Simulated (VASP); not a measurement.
Input of a VASP 6.6.1 run:

File INCAR:

```
ALGO = Normal
EDIFF = 1E-6
ENCUT = 500
GGA = PE
GGA_COMPAT = F
ISIF = 2
ISMEAR = 0
ISPIN = 2
ISYM = 0
LASPH = T
LCHARG = T
LELF = T
LORBIT = 11
LREAL = F
LVHAR = T
LWAVE = F
MAGMOM = 0
NBANDS = 10
NELM = 200
PREC = Accurate
SIGMA = 0.1
```

The input KPOINTS:

```
k-points
0
Gamma
  9 3 10
```

Contents of POSCAR:

```
H
1.0
    2.6496387389      0.0000000000      0.0000000000
    0.0000000000      2.6496387389      0.0000000000
    0.0000000000      0.0000000000      0.9804929200
H
1
Direct
    0.0000000000      0.1887049705      0.5000000000
```

Potentials or basis: VASP PAW PBE potentials, release 64 (H).

Run with:

```console
$ cat potpaw_PBE.64/H/POTCAR > POTCAR
$ mpirun -np 1 vasp_std > vasp.out
```

Problem. Estimate the net moment.

Solution. 0.00 μB per cell.

Problem. What does it give for the pressure?

Solution. -0.4 GPa.

Stress tensor (GPa, compression positive):
```
 2.26  0.00  0.00
 0.00  1.59  0.00
 0.00  0.00 -4.97
```

Caveat: the k points lie up to 0.79 Å⁻¹ apart.
